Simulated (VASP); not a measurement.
# NaCl (Fm-3m) in VASP: single point with r2SCAN

Aim: the single point of NaCl with r2SCAN.

All numbers are computed with VASP 6.6.1; they aren't measurements. Logs are shortened: lines on timing, memory, paths and dates and some standing lists are left out, and cuts for length are marked.

### Step 1. The cell of the first run

The structure is cubic, space group Fm-3m (No. 225). Conventional cell: a = 5.728 Å, b = 5.728 Å, c = 5.728 Å, α = 90.00°, β = 90.00°, γ = 90.00°. Within 3.8 Å of Na (site symmetry m-3m) lie 6 Cl at 2.86 Å. Within 3.8 Å of Cl (site symmetry m-3m) lie 6 Na at 2.86 Å.

### Step 2. Single point, r2SCAN

File POSCAR:

```
NaCl
1.0
    0.0000000000      2.8638960000      2.8638960000
    2.8638960000      0.0000000000      2.8638960000
    2.8638960000      2.8638960000      0.0000000000
Na Cl
1 1
Direct
    0.0000000000      0.0000000000      0.0000000000
    0.5000000000      0.5000000000      0.5000000000
```

File INCAR.step1:

```
SYSTEM = NaCl
PREC = Accurate ; ENCUT = 520
ISMEAR = -1 ; SIGMA = 0.1
LREAL = .False. ; LASPH = .True.
NELM = 60 ; NBANDS = 14
GGA = PE ; ALGO = Normal
EDIFF = 1E-4 ; LWAVE = .True.
LCHARG = .False.
```

File INCAR.step2:

```
SYSTEM = NaCl
PREC = Accurate ; ENCUT = 520
EDIFF = 1E-7 ; ISMEAR = -1
SIGMA = 0.1 ; LREAL = .False.
LASPH = .True. ; NELM = 60
ALGO = Normal ; ISIF = 2
LWAVE = .False. ; LCHARG = .False.
METAGGA = R2SCAN ; LMIXTAU = .True.
NBANDS = 14 ; ISTART = 1
```

File KPOINTS:

```
regular mesh
0
Gamma
  8 8 8
  0 0 0
```

Potentials or basis: VASP PAW PBE potentials, release 64 (Na_pv, Cl).

Launch:

```console
cat potpaw_PBE.64/Na_pv/POTCAR potpaw_PBE.64/Cl/POTCAR > POTCAR
cp INCAR.step1 INCAR
mpirun -np 1 vasp_std > vasp.out
cp INCAR.step2 INCAR
mpirun -np 1 vasp_std > vasp.out
```

OUTCAR:

```text
SYSTEM = NaCl
   PREC = Accurate
   ENCUT = 520
   EDIFF = 1E-7
   ISMEAR = -1
   LREAL = .False.
   LASPH = .True.
   NELM = 60
   ISIF = 2
   METAGGA = R2SCAN
   ISTART = 1

 ion  position               nearest neighbor table
   1  0.000  0.000  0.000-
   2  0.500  0.500  0.500-

  LATTYP: Found a face centered cubic cell.
 ALAT       =     5.7277920000

  Lattice vectors:

 A1 = (   0.0000000000,   2.8638960000,   2.8638960000)
 A2 = (   2.8638960000,   0.0000000000,   2.8638960000)
 A3 = (   2.8638960000,   2.8638960000,   0.0000000000)

Analysis of symmetry for initial positions (statically):
=====================================================================
 Subroutine PRICEL returns:
 Original cell was already a primitive cell.

 Routine SETGRP: Setting up the symmetry group for a
 face centered cubic supercell.

 Subroutine GETGRP returns: Found 48 space group operations
 (whereof 48 operations were pure point group operations)
 out of a pool of 48 trial point group operations.

The static configuration has the point symmetry O_h .

Analysis of symmetry for dynamics (positions and initial velocities):
=====================================================================
 Subroutine PRICEL returns:
 Original cell was already a primitive cell.

 Routine SETGRP: Setting up the symmetry group for a
 face centered cubic supercell.

 Subroutine GETGRP returns: Found 48 space group operations
 (whereof 48 operations were pure point group operations)
 out of a pool of 48 trial point group operations.

The dynamic configuration has the point symmetry O_h .

 Subroutine INISYM returns: Found 48 space group operations
 (whereof 48 operations are pure point group operations),
 and found     1 'primitive' translations

----------------------------------------------------------------------------------------

                                     Primitive cell

  volume of cell :      46.9788

  direct lattice vectors                    reciprocal lattice vectors
     0.000000000  2.863896000  2.863896000    -0.174587345  0.174587345  0.174587345
     2.863896000  0.000000000  2.863896000     0.174587345 -0.174587345  0.174587345
     2.863896000  2.863896000  0.000000000     0.174587345  0.174587345 -0.174587345

  length of vectors
     4.050160564  4.050160564  4.050160564     0.302394153  0.302394153  0.302394153

  position of ions in fractional coordinates (direct lattice)
     0.000000000  0.000000000  0.000000000
     0.500000000  0.500000000  0.500000000

  ion indices of the primitive-cell ions
   primitive index   ion index
                 1           1
                 2           2

----------------------------------------------------------------------------------------

 KPOINTS: regular mesh

Automatic generation of k-mesh.
 Grid dimensions read from file:
 generate k-points for:    8    8    8

 Generating k-lattice:

  Cartesian coordinates                     Fractional coordinates (reciprocal lattice)
    -0.021823418  0.021823418  0.021823418     0.125000000  0.000000000  0.000000000
     0.021823418 -0.021823418  0.021823418     0.000000000  0.125000000  0.000000000
     0.021823418  0.021823418 -0.021823418     0.000000000  0.000000000  0.125000000

  Length of vectors
     0.037799269  0.037799269  0.037799269

  Shift w.r.t. Gamma in fractional coordinates (k-lattice)
     0.000000000  0.000000000  0.000000000

 Subroutine IBZKPT returns following result:
 ===========================================

 Found     29 irreducible k-points:

 Following reciprocal coordinates:
            Coordinates               Weight
  0.000000  0.000000  0.000000      1.000000
  0.125000  0.000000  0.000000      8.000000
  0.250000  0.000000  0.000000      8.000000
  0.375000  0.000000  0.000000      8.000000
  0.500000  0.000000  0.000000      4.000000
  0.125000  0.125000  0.000000      6.000000
[... 16 lines left out ...]
  0.500000  0.250000  0.125000     48.000000
 -0.375000  0.250000  0.125000     24.000000
 [... further k-points ...]
   k-points           NKPTS =     29   k-points in BZ     NKDIM =     29   number of bands    NBANDS=     14
   number of dos      NEDOS =    301   number of ions     NIONS =      2
   total plane-waves  NPLWV =  27000
   dimension x,y,z NGX =    30 NGY =   30 NGZ =   30
   dimension x,y,z NGXF=    60 NGYF=   60 NGZF=   60
   ions per type =               1   1
   NGX,Y,Z   is equivalent  to a cutoff of  12.31, 12.31, 12.31 a.u.
   NGXF,Y,Z  is equivalent  to a cutoff of  24.63, 24.63, 24.63 a.u.
 SYSTEM =  NaCl
   PREC   = accura    normal or accurate (medium, high low for compatibility)
   ISTART =      1    job   : 0-new  1-cont  2-samecut
   ICHARG =      0    charge: 1-file 2-atom 10-const
   ISPIN  =      1    spin polarized calculation?
   LNONCOLLINEAR =      F non collinear calculations
   LSORBIT =      F    spin-orbit coupling
   LASPH  =      T    aspherical Exc in radial PAW
   ENCUT  =  520.0 eV  38.22 Ry    6.18 a.u.   7.53  7.53  7.53*2*pi/ulx,y,z
   NELM   =     60;   NELMIN=  2; NELMDL=  0     # of ELM steps
   EDIFF  = 0.1E-06   stopping-criterion for ELM
   LREAL  =      F    real-space projection
   EDIFFG = 0.1E-05   stopping-criterion for IOM
   NSW    =      0    number of steps for IOM
   IBRION =     -1    ionic relax: 0-MD 1-quasi-New 2-CG
   NFREE  =      0    steps in history (QN), initial steepest desc. (CG)
   ISIF   =      2    stress and relaxation
   ISYM   =      2    0-nonsym 1-usesym 2-fastsym
   POTIM  = 0.5000    time-step for ionic-motion
   TEBEG  =    0.0;   TEEND  =   0.0 temperature during run
   PSTRESS=    0.0 pullay stress
   NELECT =      14.0000    total number of electrons
   NUPDOWN=      -1.0000    fix difference up-down
   EMIN   =  10.00;   EMAX   =-10.00  energy-range for DOS
   EFERMI =   0.00;   METHOD = LEGACY
   ISMEAR =    -1;   SIGMA  =   0.10  broadening in eV -4-tet -1-fermi 0-gaus
   EFERMI_NEDOS =   21; number of points for ismear=-14 and -15
   IALGO  =     38    algorithm
   IMIX   =      4    mixing-type and parameters
     AMIX     =   0.40;   BMIX     =  1.00
     AMIX_MAG =   1.60;   BMIX_MAG =  1.00
  volume/ion in A,a.u.               =      23.49       158.51
  Fermi-wavevector in a.u.,A,eV,Ry     =   1.093495  2.066407 16.268922  1.195732
  Thomas-Fermi vector in A             =   2.229782
   LORBIT       =      0    0 simple, 1 ext, 2 COOP (PROOUT), +10 PAW based schemes
   METAGGA = R2SCAN    functional components
   LHFCALC =     F    Hartree Fock is set to
   AEXX    =    0.0000 exact exchange contribution
   IVDW    =     0    specifies the selected vdW correction
   LEPSILON=     F    determine dielectric tensor
   LRPA    =     F    only Hartree local field effects (RPA)
 non-spin polarized calculation
  energy-cutoff  :      520.00
  volume of cell :       46.98
 maximum number of plane-waves:      1283
   NGX = 15   NGY = 15   NGZ = 15

 number of electron      13.9999995 magnetization

 Free energy of the ion-electron system (eV)
  ---------------------------------------------------
  ext. energy  EPLUGINS =         0.00000000
  ---------------------------------------------------
  free energy    TOTEN  =       -13.77200383 eV

  energy without entropy =      -13.77200383  energy(sigma->0) =      -13.77200383

 E-fermi :   0.7947     XC(G=0):  -8.4293

 val. band max:       -1.4211933197   @ k =   0.0000   0.0000   0.0000
 cond. band min:       4.3144255090   @ k =   0.0000   0.0000   0.0000
 fundamental gap:      5.7356188287
 Fermi energy:         0.7946923943

 k-point     1 :       0.0000    0.0000    0.0000
  band No.  band energies     occupation
      1     -23.0304      2.00000
      2     -23.0301      2.00000
      3     -23.0301      2.00000
      4     -14.5423      2.00000
      5      -1.4212      2.00000
      6      -1.4212      2.00000
      7      -1.4212      2.00000
      8       4.3144      0.00000
      9      10.2903      0.00000
     10      10.2904      0.00000
     11      10.2904      0.00000
     12      12.4826      0.00000
     13      12.4826      0.00000
     14      13.9698      0.00000

 k-point     2 :       0.1250    0.0000    0.0000
  band No.  band energies     occupation
      1     -23.0335      2.00000
      2     -23.0306      2.00000
      3     -23.0303      2.00000
      4     -14.5007      2.00000
      5      -1.7529      2.00000
      6      -1.4601      2.00000
      7      -1.4601      2.00000
      8       4.7851      0.00000
      9       9.7398      0.00000
     10      10.4874      0.00000
     11      10.4874      0.00000
     12      12.2441      0.00000
     13      12.2441      0.00000
     14      14.9330      0.00000

 k-point     3 :       0.2500    0.0000    0.0000
  band No.  band energies     occupation
      1     -23.0415      2.00000
      2     -23.0311      2.00000
      3     -23.0309      2.00000
      4     -14.3978      2.00000
      5      -2.4258      2.00000
      6      -1.5511      2.00000
      7      -1.5511      2.00000
      8       5.7396      0.00000
      9       9.1693      0.00000
     10      10.6166      0.00000
     11      10.6167      0.00000
     12      12.4518      0.00000
     13      12.4519      0.00000
     14      14.9216      0.00000
[... 324 lines left out ...]
 k-point    23 :       0.5000    0.2500    0.1250
  band No.  band energies     occupation
      1     -23.0466      2.00000
      2     -23.0361      2.00000
      3     -23.0327      2.00000
      4     -14.2497      2.00000
      5      -2.8431      2.00000
      6      -2.0619      2.00000
      7      -1.7599      2.00000
      8       7.3210      0.00000
      9       8.7395      0.00000
     10       9.2067      0.00000
     11      11.1762      0.00000
     12      12.9368      0.00000
     13      15.2308      0.00000
     14      15.7424      0.00000

 k-point    24 :      -0.3750    0.2500    0.1250
  band No.  band energies     occupation
      1     -23.0482      2.00000
      2     -23.0364      2.00000
      3     -23.0334      2.00000
      4     -14.2159      2.00000
      5      -2.9538      2.00000
      6      -2.1350      2.00000
      7      -1.8097      2.00000
      8       7.4703      0.00000
      9       8.8620      0.00000
     10       9.3879      0.00000
     11      10.9961      0.00000
     12      13.5204      0.00000
     13      14.8601      0.00000
     14      15.8250      0.00000

 [... further k-points ...]
[... 5 lines left out ...]
  --------------------------------------------------------------------------------------
  -------------------------------------------------------------------------------------
  Total       -0.5029130     -0.5029130     -0.5029130     -0.0000000      0.0000000     -0.0000000
  in kB      -17.1514840    -17.1514840    -17.1514840     -0.0000000      0.0000000     -0.0000000
  external PRESSURE =     -17.1514840 kB  Pullay stress =       0.0000000 kB

 VOLUME and BASIS-vectors are now :
 -----------------------------------------------------------------------------
  energy-cutoff  :      520.00
  volume of cell :       46.98
      direct lattice vectors                 reciprocal lattice vectors
     0.000000000  2.863896000  2.863896000    -0.174587345  0.174587345  0.174587345
     2.863896000  0.000000000  2.863896000     0.174587345 -0.174587345  0.174587345
     2.863896000  2.863896000  0.000000000     0.174587345  0.174587345 -0.174587345

 POSITION                                       TOTAL-FORCE (eV/Angst)
 -----------------------------------------------------------------------------------
      0.00000      0.00000      0.00000        -0.000000     -0.000000     -0.000000
      2.86390      2.86390      2.86390         0.000000      0.000000      0.000000
 -----------------------------------------------------------------------------------
    total drift:                               -0.000000      0.000000      0.000000

  FREE ENERGIE OF THE ION-ELECTRON SYSTEM (eV)
  ---------------------------------------------------
  free  energy   TOTEN  =       -13.7720038318 eV

  energy  without entropy=      -13.7720038317  energy(sigma->0) =      -13.77200383
```

It took 2.9 min on 1 thread of AMD EPYC 7R13, shared host; peak memory 0.14 GiB.

What came out:

- Free energy: -13.7720 eV
- Pressure: -1.7 GPa
- Band gap on the k mesh: 5.74 eV, direct

Caveat: the PAW data sets were made with another functional, which shifts forces and pressure a little. A k mesh can miss the band edges.
